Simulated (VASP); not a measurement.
Here is a VASP 6.6.1 calculation.

Contents of INCAR:

```
  PREC = Accurate
  ENCUT = 520
  EDIFF = 1E-8
  ISMEAR = -1
  SIGMA = 0.05
  LREAL = F
  LASPH = T
  NELM = 60
  ALGO = Normal
  ISIF = 2
  LWAVE = F
  LCHARG = F
  GGA = PE
  LEFG = T
  NBANDS = 22
```

Contents of KPOINTS:

```
Automatic mesh
0
Gamma
  8 8 4
```

Contents of POSCAR:

```
I
1.0
    3.6275000000     -2.3975000000      0.0000000000
    3.6275000000      2.3975000000      0.0000000000
    0.0000000000      0.0000000000      9.7800000000
I
4
Direct
    0.8500000000      0.1500000000      0.1170000000
    0.6500000000      0.3500000000      0.6170000000
    0.1500000000      0.8500000000      0.8830000000
    0.3500000000      0.6500000000      0.3830000000
```

Potentials or basis: VASP PAW PBE potentials, release 64 (I).

The run is started by

```console
$ cat potpaw_PBE.64/I/POTCAR > POTCAR
$ mpirun -np 1 vasp_std > vasp.out
```

Task: What does it give for the band gap on the k mesh?

Result: 1.24 eV (least direct gap 1.37 eV).

Task: What does it give for the largest force?

Result: 0.621 eV/Å.

Stress tensor (GPa, compression positive):
```
1.30 0.00 0.00
0.00 0.95 0.00
0.00 0.00 1.93
```

Caveat: without QUAD_EFG the Cq values of the log hold for a quadrupole moment of 1 mb, not for the nuclei; spin-orbit coupling is left out, which moves the levels of the heavy elements. A k mesh can miss the band edges.
